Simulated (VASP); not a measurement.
# Hf (Im-3m) in VASP: further runs, part 2 of 2

VASP 6.6.1.

## 3. Single point, r2SCAN (volume scaled by 1.08)

The input, POSCAR:

```
Hf
1.0
   -1.8170239646      1.8170239646      1.8170239646
    1.8170239646     -1.8170239646      1.8170239646
    1.8170239646      1.8170239646     -1.8170239646
Hf
1
Direct
    0.0000000000      0.0000000000      0.0000000000
```

The input, INCAR.step1:

```
SYSTEM = Hf
PREC = Accurate
ENCUT = 520
ISMEAR = -1
SIGMA = 0.1
LREAL = .False.
LASPH = .True.
NELM = 100
NBANDS = 11
GGA = PE
ALGO = Normal
EDIFF = 1E-4
LWAVE = .True.
LCHARG = .False.
```

The input, INCAR.step2:

```
SYSTEM = Hf
PREC = Accurate
ENCUT = 520
EDIFF = 1E-7
ISMEAR = -1
SIGMA = 0.1
LREAL = .False.
LASPH = .True.
NELM = 100
ALGO = Normal
ISIF = 2
LWAVE = .False.
LCHARG = .False.
METAGGA = R2SCAN
LMIXTAU = .True.
NBANDS = 11
ISTART = 1
```

The input, KPOINTS:

```
Automatic mesh
0
Gamma
  14 14 14
  0 0 0
```

Potentials or basis: VASP PAW PBE potentials, release 64 (Hf_pv).

Run with:

```sh
> cat potpaw_PBE.64/Hf_pv/POTCAR > POTCAR
> cp INCAR.step1 INCAR
> mpirun -np 1 vasp_std > vasp.out
> cp INCAR.step2 INCAR
> mpirun -np 1 vasp_std > vasp.out
```

It took 4.4 min on 1 thread of AMD EPYC 7R13, shared host; peak memory 0.13 GiB.

The run converged. Its results:

| Item | Value |
| --- | --- |
| Free energy | -44.9259 eV |
| Pressure | -7.3 GPa |
| Band gap on the k mesh | zero (band 5 reaches 5.70 eV, above the bottom of band 6 at 3.18 eV) |

Levels at points of the mesh, in eV from the Fermi level:
```
           k point  band 1  band 2  band 3  band 4  band 5  band 6  band 7  band 8  band 9  band 10
(0.00, 0.00, 0.00)  -31.29  -31.29  -31.29   -7.17    1.69    1.69    1.69    4.31    4.31    11.84
(0.50, 0.00, 0.00)  -31.95  -31.50  -31.29   -3.27   -0.29    0.60    4.15    5.08    7.31     9.82
(0.50, 0.50, 0.50)  -31.75  -31.75  -31.75   -2.41   -2.41    6.56    6.56    6.56    6.92     6.92
```

Caveat: the cell differs from its parent crystal (volume scaled by 1.08); the PAW data sets were made with another functional, which shifts forces and pressure a little; spin-orbit coupling is left out, which moves the levels of the heavy elements.

## 4. Single point, r2SCAN (volume scaled by 1.12)

The input, POSCAR:

```
Hf
1.0
   -1.8391849775      1.8391849775      1.8391849775
    1.8391849775     -1.8391849775      1.8391849775
    1.8391849775      1.8391849775     -1.8391849775
Hf
1
Direct
    0.0000000000      0.0000000000      0.0000000000
```

The input, INCAR.step1:

```
PREC = Accurate
ENCUT = 520
ISMEAR = -1
SIGMA = 0.1
LREAL = False
LASPH = True
NELM = 80
NBANDS = 11
GGA = PE
ALGO = Normal
EDIFF = 1E-4
LWAVE = True
LCHARG = False
```

The input, INCAR.step2:

```
PREC = Accurate
ENCUT = 520
EDIFF = 1E-7
ISMEAR = -1
SIGMA = 0.1
LREAL = False
LASPH = True
NELM = 80
ALGO = Normal
ISIF = 2
LWAVE = False
LCHARG = False
METAGGA = R2SCAN
LMIXTAU = True
NBANDS = 11
ISTART = 1
```

The input, KPOINTS:

```
Automatic mesh
0
Gamma
  14 14 14
```

Run with:

```sh
> cat potpaw_PBE.64/Hf_pv/POTCAR > POTCAR
> cp INCAR.step1 INCAR
> mpirun -np 1 vasp_std > vasp.out
> cp INCAR.step2 INCAR
> mpirun -np 1 vasp_std > vasp.out
```

Run time: 3.6 min. Hardware: 1 thread of AMD EPYC 7R13, shared host; peak memory 0.13 GiB.

It converged, with:

| Quantity | Value |
| --- | --- |
| Free energy | -44.8779 eV |
| Pressure | -10.0 GPa |
| Band gap on the k mesh | zero (band 5 reaches 5.43 eV, above the bottom of band 6 at 2.97 eV) |

Levels at points of the mesh, in eV from the Fermi level:
```csv
k point,band 3,band 4,band 5,band 6,band 7,band 8
"(0.00, 0.00, 0.00)",-31.45,-7.05,1.64,1.64,1.64,4.17
"(0.50, 0.00, 0.00)",-31.45,-3.18,-0.25,0.49,3.99,4.88
"(0.50, 0.50, 0.50)",-31.86,-2.27,-2.27,6.29,6.29,6.29
```

Caveat: the cell differs from its parent crystal (volume scaled by 1.12); the PAW data sets were made with another functional, which shifts forces and pressure a little; spin-orbit coupling is left out, which moves the levels of the heavy elements.

## 5. Single point, r2SCAN

This run uses another cell than the first one, of 22.22 Å³/atom, 0.962 times its volume.

The input, POSCAR:

```
Hf
1.0
   -1.7710034344      1.7710034344      1.7710034344
    1.7710034344     -1.7710034344      1.7710034344
    1.7710034344      1.7710034344     -1.7710034344
Hf
1
Direct
    0.0000000000      0.0000000000      0.0000000000
```

The input, INCAR.step1:

```
ALGO     = Normal         # electronic algorithm
EDIFF    = 1E-4           # SCF threshold, eV
ENCUT    = 520            # plane-wave cutoff, eV
GGA      = PE             # functional
ISMEAR   = -1             # smearing method
LASPH    = T              # aspherical terms in the spheres
LCHARG   = F              # write CHGCAR
LREAL    = F              # projectors in reciprocal space
LWAVE    = T              # write WAVECAR
NBANDS   = 11             # bands
NELM     = 100            # most SCF steps
PREC     = Accurate       # precision mode
SIGMA    = 0.1            # smearing width, eV
```

The input, INCAR.step2:

```
ALGO     = Normal         # electronic algorithm
EDIFF    = 1E-6           # SCF threshold, eV
ENCUT    = 520            # plane-wave cutoff, eV
ISIF     = 2              # what is computed and relaxed
ISMEAR   = -1             # smearing method
ISTART   = 1            
LASPH    = T              # aspherical terms in the spheres
LCHARG   = F              # write CHGCAR
LMIXTAU  = T            
LREAL    = F              # projectors in reciprocal space
LWAVE    = F              # write WAVECAR
METAGGA  = R2SCAN         # meta-GGA
NBANDS   = 11             # bands
NELM     = 100            # most SCF steps
PREC     = Accurate       # precision mode
SIGMA    = 0.1            # smearing width, eV
```

The input, KPOINTS:

```
k-points
0
Gamma
  20 20 20
```

Run with:

```sh
> cat potpaw_PBE.64/Hf_pv/POTCAR > POTCAR
> cp INCAR.step1 INCAR
> mpirun -np 1 vasp_std > vasp.out
> cp INCAR.step2 INCAR
> mpirun -np 1 vasp_std > vasp.out
```

Run time: 6.2 min. Hardware: 1 thread of AMD EPYC 7R13, shared host; peak memory 0.16 GiB.

Results (log left out):

```
Free energy            : -44.9704 eV
Pressure               : -0.4 GPa
Band gap on the k mesh : zero (band 5 reaches 6.28 eV, above the bottom of band 6 at 3.71 eV)
```

Levels at points of the mesh, in eV from the Fermi level:
| k point | band 1 | band 2 | band 3 | band 4 | band 5 | band 6 | band 7 | band 8 | band 9 | band 10 |
| --- | --- | --- | --- | --- | --- | --- | --- | --- | --- | --- |
| (0.00, 0.00, 0.00) | -30.95 | -30.95 | -30.95 | -7.41 | 1.77 | 1.77 | 1.77 | 4.62 | 4.62 | 12.16 |
| (0.50, 0.00, 0.00) | -31.81 | -31.23 | -30.96 | -3.50 | -0.40 | 0.88 | 4.49 | 5.50 | 7.99 | 10.88 |
| (0.50, 0.50, 0.50) | -31.55 | -31.55 | -31.55 | -2.74 | -2.74 | 7.15 | 7.15 | 7.15 | 7.55 | 7.55 |

Caveat: the PAW data sets were made with another functional, which shifts forces and pressure a little; spin-orbit coupling is left out, which moves the levels of the heavy elements.

## 6. Relaxation of cell and atoms, r2SCAN

This run uses another cell than the first one, of 22.38 Å³/atom, 0.969 times its volume.

The input, POSCAR:

```
Hf
1.0
   -1.7752869173      1.7752869173      1.7752869173
    1.7752869173     -1.7752869173      1.7752869173
    1.7752869173      1.7752869173     -1.7752869173
Hf
1
Direct
    0.0000000000      0.0000000000      0.0000000000
```

The input, INCAR.step1:

```
PREC     = Accurate       # precision mode
ENCUT    = 600            # plane-wave cutoff, eV
ISMEAR   = -1             # smearing method
SIGMA    = 0.1            # smearing width, eV
LREAL    = False          # projectors in reciprocal space
LASPH    = True           # aspherical terms in the spheres
NELM     = 100            # most SCF steps
GGA      = PE             # functional
ALGO     = Normal         # electronic algorithm
EDIFF    = 1E-4           # SCF threshold, eV
LWAVE    = True           # write WAVECAR
LCHARG   = False          # write CHGCAR
```

The input, INCAR.step2:

```
PREC     = Accurate       # precision mode
ENCUT    = 600            # plane-wave cutoff, eV
EDIFF    = 1E-6           # SCF threshold, eV
ISMEAR   = -1             # smearing method
SIGMA    = 0.1            # smearing width, eV
LREAL    = False          # projectors in reciprocal space
LASPH    = True           # aspherical terms in the spheres
NELM     = 100            # most SCF steps
ALGO     = Normal         # electronic algorithm
ISIF     = 3              # what is computed and relaxed
LWAVE    = False          # write WAVECAR
LCHARG   = False          # write CHGCAR
METAGGA  = R2SCAN         # meta-GGA
LMIXTAU  = True         
IBRION   = 2              # ionic algorithm
NSW      = 80             # ionic steps
EDIFFG   = -0.01          # ionic threshold
ISTART   = 1
```

The input, KPOINTS:

```
regular mesh
0
Gamma
  12 12 12
```

Potentials or basis: VASP PAW PBE potentials, release 64 (Hf_pv).

Run with:

```sh
> cat potpaw_PBE.64/Hf_pv/POTCAR > POTCAR
> cp INCAR.step1 INCAR
> mpirun -np 1 vasp_std > vasp.out
> cp INCAR.step2 INCAR
> mpirun -np 1 vasp_std > vasp.out
```

Run time: 5.8 min. Hardware: 1 thread of AMD EPYC 7R13, shared host; peak memory 0.15 GiB.

The run converged. Its results:

| Quantity | Value |
| --- | --- |
| Free energy | -44.9699 eV |
| Relaxed volume | 22.13 Å³/atom |
| Relaxed cell | a = 3.063 Å, b = 3.063 Å, c = 3.063 Å, α = 109.47°, β = 109.47°, γ = 109.47° |
| Space group after relaxing (to 0.05 Å) | Im-3m (No. 229) |
| Energy gained by relaxing | 0.9 meV/atom |
| Ionic steps | 3 |
| Pressure after relaxing | 0.0 GPa |
| Band gap on the k mesh | zero (band 5 reaches 6.31 eV, above the bottom of band 6 at 3.82 eV) |

The path:
```csv
step,energy change (eV),largest force (eV/Å),pressure (GPa),volume (Å³)
1,0.0000,0.0000,-1.12,22.38
2,0.0000,0.0000,1.19,21.88
3,-0.0009,0.0000,0.00,22.13
```

Final structure:
```xyz
1
Lattice="-1.7686 1.7686 1.7686 1.7686 -1.7686 1.7686 1.7686 1.7686 -1.7686" Properties=species:S:1:pos:R:3 pbc="T T T"
Hf    0.0000    0.0000    0.0000
```

Levels at points of the mesh, in eV from the Fermi level:
```tsv
k point	band 2	band 3	band 4	band 5	band 6	band 7	band 8	band 9
(0.00, 0.00, 0.00)	-30.94	-30.94	-7.43	1.77	1.77	1.77	4.63	4.63
(0.50, 0.00, 0.00)	-31.22	-30.94	-3.51	-0.41	0.89	4.51	5.52	8.03
(0.50, 0.50, 0.50)	-31.54	-31.54	-2.76	-2.76	7.17	7.17	7.17	7.58
```

Caveat: the PAW data sets were made with another functional, which shifts forces and pressure a little; spin-orbit coupling is left out, which moves the levels of the heavy elements.

## 7. Single point, r2SCAN, non-collinear spin, zero start, spin-orbit coupling

This run uses another cell than the first one, of 22.22 Å³/atom, 0.962 times its volume.

The input, POSCAR:

```
Hf
1.0
   -1.7710034344      1.7710034344      1.7710034344
    1.7710034344     -1.7710034344      1.7710034344
    1.7710034344      1.7710034344     -1.7710034344
Hf
1
Direct
    0.0000000000      0.0000000000      0.0000000000
```

The input, INCAR.step1:

```
PREC = Accurate ; ENCUT = 520
ISMEAR = -1 ; SIGMA = 0.1
LREAL = False ; LASPH = True
NELM = 150 ; MAGMOM = 0 0 0
LSORBIT = True ; GGA_COMPAT = False
LMAXMIX = 4 ; NBANDS = 21
GGA = PE ; ALGO = Normal
EDIFF = 1E-4 ; LWAVE = True
LCHARG = False
```

The input, INCAR.step2:

```
PREC = Accurate ; ENCUT = 520
EDIFF = 1E-6 ; ISMEAR = -1
SIGMA = 0.1 ; LREAL = False
LASPH = True ; NELM = 150
ALGO = Normal ; ISIF = 2
LWAVE = False ; LCHARG = True
MAGMOM = 0 0 0 ; LORBIT = 11
LSORBIT = True ; GGA_COMPAT = False
LORBMOM = True ; LMAXMIX = 4
METAGGA = R2SCAN ; LMIXTAU = True
LVHAR = True ; NBANDS = 21
ISTART = 1
```

The input, KPOINTS:

```
Automatic mesh
0
Gamma
  12 12 12
```

Run with:

```sh
> cat potpaw_PBE.64/Hf_pv/POTCAR > POTCAR
> cp INCAR.step1 INCAR
> mpirun -np 1 vasp_ncl > vasp.out
> cp INCAR.step2 INCAR
> mpirun -np 1 vasp_ncl > vasp.out
```

Wall time 9.8 min (1 thread of AMD EPYC 7R13, shared host); peak memory 0.21 GiB.

Results (log left out):

```
Free energy                                           : -45.6330 eV
Pressure                                              : -0.9 GPa
Net moment                                            : 0.00 μB per cell
Valence electrons inside the program's atomic spheres : Hf 8.41
```

Moments on the atoms (μB; x, y, z):
```
Hf  0.00 0.00 0.00
```

Caveat: the PAW data sets were made with another functional, which shifts forces and pressure a little.

## 8. The runs side by side

```tsv
task	spin	cell	k mesh	cutoff (eV)	gap on the mesh (eV)	pressure (GPa)
single point	off	a = 3.108 Å, angles 109.5°, 1 atom	14 × 14 × 14	520	none	-4.1
single point	off	a = 3.147 Å, angles 109.5°, 1 atom	14 × 14 × 14	520	none	-7.3
single point	off	a = 3.186 Å, angles 109.5°, 1 atom	14 × 14 × 14	520	none	-10.0
single point	off	a = 3.067 Å, angles 109.5°, 1 atom	20 × 20 × 20	520	none	-0.4
relaxation of cell and atoms	off	relaxed from a = 3.075 Å, angles 109.5°, 1 atom	12 × 12 × 12	600	none	0.0
single point	non-collinear, zero start, SOC	a = 3.067 Å, angles 109.5°, 1 atom	12 × 12 × 12	520	-	-0.9
```

Alike in all rows: level r2SCAN; potentials or basis VASP PAW PBE potentials, release 64 (Hf_pv); smearing fermi-dirac 0.1 eV.

Caveats: the PAW data sets were made with another functional, which shifts forces and pressure a little; spin-orbit coupling is left out, which moves the levels of the heavy elements (some runs).

Total energies depend on the potentials used, so only differences within one code and one set of settings carry meaning.
